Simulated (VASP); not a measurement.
A run of VASP 6.6.1:

INCAR

```
SYSTEM = Bi2Se3
ALGO = Normal
EDIFF = 1E-7
ENCUT = 520
GGA = PE
ISIF = 2
ISMEAR = -1
LASPH = .True.
LCHARG = .False.
LREAL = .False.
LWAVE = .False.
NBANDS = 32
NELM = 60
PREC = Accurate
SIGMA = 0.03
```

File KPOINTS:

```
k-points
0
Gamma
  6 6 6
  0 0 0
```

The input POSCAR:

```
Bi2Se3
1.0
    2.1789124036      1.3121489696      9.5780047997
   -1.9640861900      1.2707189836      9.5365748138
    0.0715336865     -2.2965080533      9.5214103865
Bi Se
2 3
Direct
    0.4008000000      0.4008000000      0.4008000000
    0.5992000000      0.5992000000      0.5992000000
    0.0000000000      0.0000000000      0.0000000000
    0.2117000000      0.2117000000      0.2117000000
    0.7883000000      0.7883000000      0.7883000000
```

Potentials or basis: VASP PAW PBE potentials, release 64 (Bi_d, Se).

Command:

```sh
$ cat potpaw_PBE.64/Bi_d/POTCAR potpaw_PBE.64/Se/POTCAR > POTCAR
$ mpirun -np 1 vasp_std > vasp.out
```

Hardware: 1 thread of Oxide Virtual Turin-like Processor, with other jobs on the host.

Question: Estimate the wall time of this run.

Answer: It took 68 min on 1 thread of Oxide Virtual Turin-like Processor, with other jobs on the host, peak memory 1.1 GiB. Counts: scf iterations 14, k points 112.
